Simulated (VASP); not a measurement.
The system is Na2S.

```
Na S
1.0
     0.00000    3.28363    3.28363
     3.28363    0.00000    3.28363
     3.28363    3.28363    0.00000
Na S
2 1
Direct
  0.25000 0.25000 0.25000
  0.75000 0.75000 0.75000
  0.00000 0.00000 0.00000
```

* Program: VASP 6.6.1
* Task: relaxation of cell and atoms
* Functional: r2SCAN
* Potentials or basis: VASP PAW PBE potentials, release 64 (Na_pv, S)
* Cutoff: 550 eV
* k mesh: 6 × 6 × 6
* Occupations: fermi-dirac, width 0.02 eV
* Spin: no spin polarisation

At the start: pressure -0.9 GPa; volume 23.60 Å³/atom.

**Question.** Where does the relaxation end?

**Answer.** Over 5 steps the energy falls by 2.2 meV/atom and the volume is 22.95 Å³/atom (-2.8 %); space group Fm-3m (No. 225, to 0.1 Å) before and after.

Step by step:
| step | energy change (eV) | largest force (eV/Å) | pressure (GPa) | volume (Å³) |
| --- | --- | --- | --- | --- |
| 1 | 0.0000 | 0.0000 | -0.89 | 70.81 |
| 2 | -0.0056 | 0.0000 | -0.30 | 69.48 |
| 3 | -0.0062 | 0.0000 | -0.15 | 69.15 |
| 4 | -0.0064 | 0.0000 | 0.18 | 68.48 |
| 5 | -0.0065 | 0.0000 | 0.01 | 68.85 |

Final structure:
```
Na S
1.0
     0.00000    3.25298    3.25298
     3.25298    0.00000    3.25298
     3.25298    3.25298    0.00000
Na S
2 1
Direct
  0.25000 0.25000 0.25000
  0.75000 0.75000 0.75000
  0.00000 0.00000 0.00000
```

Caveat: the PAW data sets were made with another functional, which shifts forces and pressure a little.
